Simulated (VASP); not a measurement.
Ga2As, 6 atoms in the cell. Symmetry: Aem2, No. 39, orthorhombic system. Conventional cell: a = 7.602 Å, b = 5.224 Å, c = 6.099 Å, α = 90.00°, β = 90.00°, γ = 90.00°. Within 3.7 Å of Ga (site symmetry m) lie 4 As at 2.73 to 3.54 Å and 8 Ga at 2.74 to 3.63 Å. Ga (site symmetry m) has 4 As at 2.54 to 2.66 Å and 2 Ga at 2.78 to 3.26 Å within 3.4 Å. Within 3.4 Å of As (site symmetry m) lie 6 Ga at 2.54 to 3.13 Å. 

| Item | Value |
| --- | --- |
| Program | VASP 6.6.1 |
| Task | relaxation of cell and atoms |
| Functional | PBE |
| Potentials or basis | VASP PAW PBE potentials, release 64 (Ga_d, As) |
| Cutoff | 600 eV |
| k mesh | 6 × 10 × 10 |
| Occupations | gaussian, width 0.1 eV |
| Spin | no spin polarisation |
| Dipole correction | no |
| Further INCAR settings | ALGO = Fast; EDIFF = 1e-06; IBRION = 2; EDIFFG = -0.01; NSW = 100; ISIF = 3 |

Potentials or basis: VASP PAW PBE potentials, release 64 (Ga_d, As).

Command:

```sh
$ cat potpaw_PBE.64/Ga_d/POTCAR potpaw_PBE.64/As/POTCAR > POTCAR
$ mpirun -np 1 vasp_std > vasp.out
```

Hardware: 1 thread of Oxide Virtual Turin-like Processor (shared host).

Problem. How long does it take, and how much memory?

Solution. Run time: 79 min on 1 thread of Oxide Virtual Turin-like Processor, with other jobs on the host, peak memory 0.63 GiB. Counts: scf iterations 64, k points 124, ion steps 11.
